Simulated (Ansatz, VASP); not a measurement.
## One calculation of S, two programs

```
S
1.0
     0.00000    1.80626    1.80626
     1.80626    0.00000    1.80626
     1.80626    1.80626    0.00000
S
1
Cartesian
  0.0000 0.0000 0.0000
```

Change from the starting cell: volume scaled by 0.8, LAPW.

Alike in both runs: task single point; functional LDA; k mesh 16 × 16 × 16; occupations fermi-dirac, width 0.08 eV; no spin polarisation.

|  | VASP | Ansatz |
| --- | --- | --- |
| version | VASP 6.6.1 | Ansatz 0.2.0 |
| potentials or method | VASP PAW LDA potentials, release 64 (S), cutoff 520 eV | all-electron LAPW, scalar-relativistic |

Ansatz gave:

- pressure (GPa): 35.3

Q: Which values does VASP return?

A: Pressure (GPa): 34.9.

LDA's correlation is that of Perdew and Zunger in VASP and of Perdew and Wang (1992) in Ansatz. Both programs put the cell under a high pressure, so it lies far from rest at this level. Ansatz ran all-electron here, and VASP with PAW potentials.
